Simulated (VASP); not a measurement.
# AlNi3 (Pm-3m) in VASP: further runs

AlNi3 is run at these levels: r2SCAN; tasks: single point.

Everything below comes from runs of VASP 6.6.1. Logs are shortened: lines on timing, memory, paths and dates and some standing lists are left out, and cuts for length are marked.

### 1 The cell of the first run

The structure is cubic, space group Pm-3m (No. 221). Conventional cell: a = 3.526 Å, b = 3.526 Å, c = 3.526 Å, α = 90.00°, β = 90.00°, γ = 90.00°. Within 3.3 Å of Al (site symmetry m-3m) lie 12 Ni at 2.49 Å. Ni (site symmetry 4/mmm) has 4 Al at 2.49 Å and 8 Ni at 2.49 Å within 3.3 Å.

### 2 Single point, r2SCAN, collinear spin, ferromagnetic start

Contents of POSCAR:

```
AlNi3
1.0
    3.5261669241      0.0000000000      0.0000000000
    0.0000000000      3.5261669241      0.0000000000
    0.0000000000      0.0000000000      3.5261669241
Al Ni
1 3
Direct
    0.0000000000      0.0000000000      0.0000000000
    0.0000000000      0.5000000000      0.5000000000
    0.5000000000      0.0000000000      0.5000000000
    0.5000000000      0.5000000000      0.0000000000
```

Contents of INCAR.step1:

```
SYSTEM = AlNi3
ALGO = Normal ; EDIFF = 1E-4
ENCUT = 520 ; GGA = PE
ISMEAR = 0 ; ISPIN = 2
LASPH = .True. ; LCHARG = .False.
LMAXMIX = 4 ; LREAL = .False.
LWAVE = .True. ; MAGMOM = 0 0.4 0.4 0.4
NBANDS = 28 ; NELM = 150
PREC = Accurate ; SIGMA = 0.05
```

Contents of INCAR.step2:

```
SYSTEM = AlNi3
ALGO = Normal ; EDIFF = 1E-6
ENCUT = 520 ; ISIF = 2
ISMEAR = 0 ; ISPIN = 2
ISTART = 1 ; LASPH = .True.
LCHARG = .False. ; LMAXMIX = 4
LMIXTAU = .True. ; LORBIT = 11
LREAL = .False. ; LWAVE = .False.
MAGMOM = 0 0.4 0.4 0.4 ; METAGGA = R2SCAN
NBANDS = 28 ; NELM = 150
PREC = Accurate ; SIGMA = 0.05
```

Contents of KPOINTS:

```
k-points
0
Gamma
  12 12 12
  0 0 0
```

Potentials or basis: VASP PAW PBE potentials, release 64 (Al, Ni).

The run is started by

```
$ cat potpaw_PBE.64/Al/POTCAR potpaw_PBE.64/Ni/POTCAR > POTCAR
$ cp INCAR.step1 INCAR
$ mpirun -np 1 vasp_std > vasp.out
$ cp INCAR.step2 INCAR
$ mpirun -np 1 vasp_std > vasp.out
```

OUTCAR:

```text
SYSTEM = AlNi3
   EDIFF = 1E-6
   ENCUT = 520
   ISIF = 2
   ISMEAR = 0
   ISPIN = 2
   ISTART = 1
   LASPH = .True.
   LORBIT = 11
   LREAL = .False.
   METAGGA = R2SCAN
   NELM = 150
   PREC = Accurate

 ion  position               nearest neighbor table
   1  0.000  0.000  0.000-   2 2.49   3 2.49   4 2.49   2 2.49   3 2.49   2 2.49   4 2.49   2 2.49
                             3 2.49   4 2.49   3 2.49   4 2.49
   2  0.000  0.500  0.500-   1 2.49   3 2.49   4 2.49   1 2.49   4 2.49   1 2.49   3 2.49   1 2.49
                             3 2.49   4 2.49   4 2.49   3 2.49
   3  0.500  0.000  0.500-   1 2.49   2 2.49   4 2.49   1 2.49   4 2.49   2 2.49   4 2.49   4 2.49
                             1 2.49   2 2.49   1 2.49   2 2.49
   4  0.500  0.500  0.000-   1 2.49   2 2.49   3 2.49   2 2.49   3 2.49   1 2.49   3 2.49   3 2.49
                             1 2.49   2 2.49   2 2.49   1 2.49

  LATTYP: Found a simple cubic cell.
 ALAT       =     3.5261669241

  Lattice vectors:

 A1 = (   3.5261669241,   0.0000000000,   0.0000000000)
 A2 = (   0.0000000000,   3.5261669241,   0.0000000000)
 A3 = (   0.0000000000,   0.0000000000,   3.5261669241)

Analysis of symmetry for initial positions (statically):
=====================================================================
 Subroutine PRICEL returns:
 Original cell was already a primitive cell.

 Routine SETGRP: Setting up the symmetry group for a
 simple cubic supercell.

 Subroutine GETGRP returns: Found 48 space group operations
[... 9 lines left out ...]

 Routine SETGRP: Setting up the symmetry group for a
 simple cubic supercell.

 Subroutine GETGRP returns: Found 48 space group operations
 (whereof 48 operations were pure point group operations)
 out of a pool of 48 trial point group operations.

The dynamic configuration has the point symmetry O_h .

Analysis of structural, dynamic, and magnetic symmetry:
=====================================================================
 Subroutine PRICEL returns:
 Original cell was already a primitive cell.

 Routine SETGRP: Setting up the symmetry group for a
 simple cubic supercell.

 Subroutine GETGRP returns: Found 48 space group operations
 (whereof 48 operations were pure point group operations)
 out of a pool of 48 trial point group operations.

The overall configuration has the point symmetry O_h .

 Subroutine INISYM returns: Found 48 space group operations
[... 5 lines left out ...]
                                     Primitive cell

  volume of cell :      43.8438

[... 113 lines left out ...]
  volume/ion in A,a.u.               =      10.96        73.97
  Fermi-wavevector in a.u.,A,eV,Ry     =   1.489167  2.814117 30.172512  2.217617
  Thomas-Fermi vector in A             =   2.602109
   LORBIT       =     11    0 simple, 1 ext, 2 COOP (PROOUT), +10 PAW based schemes
   METAGGA = R2SCAN    functional components
   LHFCALC =     F    Hartree Fock is set to
   AEXX    =    0.0000 exact exchange contribution
   IVDW    =     0    specifies the selected vdW correction
   LEPSILON=     F    determine dielectric tensor
   LRPA    =     F    only Hartree local field effects (RPA)
 spin polarized calculation
 Gauss-broadening in eV      SIGMA  =   0.05
  energy-cutoff  :      520.00
  volume of cell :       43.84
 maximum number of plane-waves:      1208
 NGX is ok and might be reduce to    28
   NGX = 13   NGY = 13   NGZ = 13

 number of electron      32.9999981 magnetization       0.8918429

 Free energy of the ion-electron system (eV)
  ---------------------------------------------------
  ext. energy  EPLUGINS =         0.00000000
  ---------------------------------------------------
  free energy    TOTEN  =       -44.30376961 eV

  energy without entropy =      -44.30112471  energy(sigma->0) =      -44.30244716

 E-fermi :   9.8023     XC(G=0): -13.9313

 val. band max:        9.7943498967   @ k =   0.4167   0.2500   0.0000
 cond. band min:       9.8105583599   @ k =   0.4167   0.4167   0.2500
 fundamental gap:      0.0162084632
 Fermi energy:         9.8023265425

 spin component 1

 k-point     1 :       0.0000    0.0000    0.0000
  band No.  band energies     occupation
      1      -0.8705      1.00000
      2       5.0025      1.00000
      3       5.6940      1.00000
      4       5.6940      1.00000
      5       6.0208      1.00000
      6       6.0208      1.00000
[... 733 lines left out ...]
     27      24.0755      0.00000
     28      24.3814      0.00000

 [... further k-points ...]

 spin component 2

 k-point     1 :       0.0000    0.0000    0.0000
  band No.  band energies     occupation
      1      -1.0283      1.00000
      2       5.0665      1.00000
      3       5.9391      1.00000
      4       5.9391      1.00000
      5       6.5577      1.00000
      6       6.5578      1.00000
[... 733 lines left out ...]
     27      24.0603      0.00000
     28      24.4275      0.00000

 [... further k-points ...]
[... 5 lines left out ...]
  --------------------------------------------------------------------------------------
  -------------------------------------------------------------------------------------
  Total        0.0240990      0.0240990      0.0240990      0.0000000      0.0000000     -0.0000000
  in kB        0.8806453      0.8806453      0.8806453      0.0000000      0.0000000     -0.0000000
  external PRESSURE =       0.8806453 kB  Pullay stress =       0.0000000 kB

 VOLUME and BASIS-vectors are now :
 -----------------------------------------------------------------------------
  energy-cutoff  :      520.00
  volume of cell :       43.84
      direct lattice vectors                 reciprocal lattice vectors
     3.526166924  0.000000000  0.000000000     0.283594062  0.000000000  0.000000000
     0.000000000  3.526166924  0.000000000     0.000000000  0.283594062  0.000000000
     0.000000000  0.000000000  3.526166924     0.000000000  0.000000000  0.283594062

 POSITION                                       TOTAL-FORCE (eV/Angst)
 -----------------------------------------------------------------------------------
      0.00000      0.00000      0.00000         0.000000      0.000000      0.000000
      0.00000      1.76308      1.76308         0.000000      0.000000      0.000000
      1.76308      0.00000      1.76308         0.000000      0.000000      0.000000
      1.76308      1.76308      0.00000         0.000000      0.000000      0.000000
 -----------------------------------------------------------------------------------
    total drift:                                0.000000      0.000000      0.000000

  FREE ENERGIE OF THE ION-ELECTRON SYSTEM (eV)
  ---------------------------------------------------
  free  energy   TOTEN  =       -44.3037696104 eV

  energy  without entropy=      -44.3011247068  energy(sigma->0) =      -44.30244716

 total charge

# of ion       s       p       d       tot
------------------------------------------
    1        0.412   0.415   0.000   0.827
    2        0.520   0.571   8.391   9.482
    3        0.520   0.571   8.391   9.482
    4        0.520   0.571   8.391   9.482
--------------------------------------------------
tot          1.973   2.127  25.173  29.273

 magnetization (x)

# of ion       s       p       d       tot
------------------------------------------
    1       -0.001  -0.014   0.000  -0.016
    2       -0.007  -0.024   0.363   0.331
    3       -0.007  -0.024   0.363   0.331
    4       -0.007  -0.024   0.363   0.331
--------------------------------------------------
tot         -0.022  -0.088   1.088   0.978
```

OUTCAR.step1:

```text
SYSTEM = AlNi3
   EDIFF = 1E-4
   ENCUT = 520
   GGA = PE
   ISMEAR = 0
[... 1742 lines left out ...]
      0.00000      0.00000      0.00000         0.000000      0.000000      0.000000
      0.00000      1.76308      1.76308         0.000000      0.000000      0.000000
      1.76308      0.00000      1.76308         0.000000      0.000000      0.000000
      1.76308      1.76308      0.00000         0.000000      0.000000      0.000000
 -----------------------------------------------------------------------------------
    total drift:                                0.000000      0.000000      0.000000

  FREE ENERGIE OF THE ION-ELECTRON SYSTEM (eV)
  ---------------------------------------------------
  free  energy   TOTEN  =       -21.8686515041 eV

  energy  without entropy=      -21.8648962432  energy(sigma->0) =      -21.86677387
```

It took 9.3 min on 1 thread of Intel Xeon 6975P-C, shared host; peak memory 0.29 GiB.

What came out:

- Free energy: -44.3038 eV
- Pressure: 0.1 GPa
- Net moment: 0.89 μB per cell
- Site moments: Al -0.02; Ni +0.33 μB
- Valence electrons inside the program's atomic spheres: Al 0.83; Ni 9.48

Levels at points of the mesh, in eV from the Fermi level:
Spin up:
```tsv
k point	band 13	band 14	band 15	band 16	band 17	band 18	band 19	band 20	band 21	band 22
(0.00, 0.00, 0.00)	-0.53	-0.42	-0.42	-0.42	0.86	0.86	0.86	6.79	6.79	7.92
(0.50, 0.00, 0.00)	-1.57	-1.48	-1.35	-0.81	-0.42	5.79	5.79	5.81	5.81	6.59
(0.50, 0.50, 0.00)	-1.64	-1.48	-1.36	-1.26	-0.82	0.63	0.63	8.54	8.54	8.67
(0.50, 0.50, 0.50)	-1.64	-1.37	-1.37	-0.57	-0.57	-0.57	-0.31	3.72	4.15	4.15
```
Spin down:
```tsv
k point	band 14	band 15	band 16	band 17	band 18	band 19
(0.00, 0.00, 0.00)	0.49	0.49	0.49	0.70	0.70	0.70
(0.50, 0.00, 0.00)	-0.97	-0.97	-0.53	0.49	5.83	5.83
(0.50, 0.50, 0.00)	-1.29	-0.96	-0.61	-0.51	1.20	1.20
(0.50, 0.50, 0.50)	-1.07	-1.07	-0.45	0.18	0.18	0.18
```

Caveat: the PAW data sets were made with another functional, which shifts forces and pressure a little.

### 3 Single point, r2SCAN, collinear spin, ferromagnetic start (volume scaled by 1.020)

Contents of POSCAR:

```
AlNi3
1.0
    3.5495197035      0.0000000000      0.0000000000
    0.0000000000      3.5495197035      0.0000000000
    0.0000000000      0.0000000000      3.5495197035
Al Ni
1 3
Direct
    0.0000000000      0.0000000000      0.0000000000
    0.0000000000      0.5000000000      0.5000000000
    0.5000000000      0.0000000000      0.5000000000
    0.5000000000      0.5000000000      0.0000000000
```

Contents of INCAR.step1:

```
SYSTEM = AlNi3
PREC = Accurate ; ENCUT = 520
ISMEAR = 0 ; SIGMA = 0.05
LREAL = .False. ; LASPH = .True.
NELM = 150 ; ISPIN = 2
MAGMOM = 0 0.4 0.4 0.4 ; LMAXMIX = 4
NBANDS = 28 ; GGA = PE
ALGO = Normal ; EDIFF = 1E-4
LWAVE = .True. ; LCHARG = .False.
```

Contents of INCAR.step2:

```
SYSTEM = AlNi3
PREC = Accurate ; ENCUT = 520
EDIFF = 1E-6 ; ISMEAR = 0
SIGMA = 0.05 ; LREAL = .False.
LASPH = .True. ; NELM = 150
ALGO = Normal ; ISIF = 2
LWAVE = .False. ; LCHARG = .True.
ISPIN = 2 ; MAGMOM = 0 0.4 0.4 0.4
LORBIT = 11 ; LMAXMIX = 4
METAGGA = R2SCAN ; LMIXTAU = .True.
LELF = .True. ; LVHAR = .True.
NBANDS = 28 ; ISTART = 1
```

Contents of KPOINTS:

```
Automatic mesh
0
Gamma
  12 12 12
  0 0 0
```

Potentials or basis: VASP PAW PBE potentials, release 64 (Al, Ni).

The run is started by

```
$ cat potpaw_PBE.64/Al/POTCAR potpaw_PBE.64/Ni/POTCAR > POTCAR
$ cp INCAR.step1 INCAR
$ mpirun -np 1 vasp_std > vasp.out
$ cp INCAR.step2 INCAR
$ mpirun -np 1 vasp_std > vasp.out
```

Wall time 11 min (1 thread of Intel Xeon 6975P-C, shared host); peak memory 0.29 GiB.

Results (log left out):

```yaml
Free_energy: -44.2939 eV
Pressure: -3.6 GPa
Net_moment: 0.91 μB per cell
Site_moments: Al -0.02; Ni +0.34 μB
Valence_electrons_inside_the_program's_atomic_spheres: Al 0.82; Ni 9.44
```

Levels at points of the mesh, in eV from the Fermi level:
Spin up:
```csv
k point,band 15,band 16,band 17,band 18,band 19,band 20
"(0.00, 0.00, 0.00)",-0.44,-0.44,0.86,0.86,0.86,6.68
"(0.50, 0.00, 0.00)",-1.33,-0.81,-0.44,5.68,5.68,5.74
"(0.50, 0.50, 0.00)",-1.35,-1.25,-0.81,0.59,0.59,8.44
"(0.50, 0.50, 0.50)",-1.35,-0.58,-0.58,-0.58,-0.28,3.58
```
Spin down:
| k point | band 14 | band 15 | band 16 | band 17 | band 18 | band 19 |
| --- | --- | --- | --- | --- | --- | --- |
| (0.00, 0.00, 0.00) | 0.48 | 0.48 | 0.48 | 0.69 | 0.69 | 0.69 |
| (0.50, 0.00, 0.00) | -0.94 | -0.94 | -0.53 | 0.48 | 5.76 | 5.76 |
| (0.50, 0.50, 0.00) | -1.25 | -0.94 | -0.59 | -0.49 | 1.16 | 1.16 |
| (0.50, 0.50, 0.50) | -1.05 | -1.05 | -0.42 | 0.18 | 0.18 | 0.18 |

Caveat: the PAW data sets were made with another functional, which shifts forces and pressure a little.
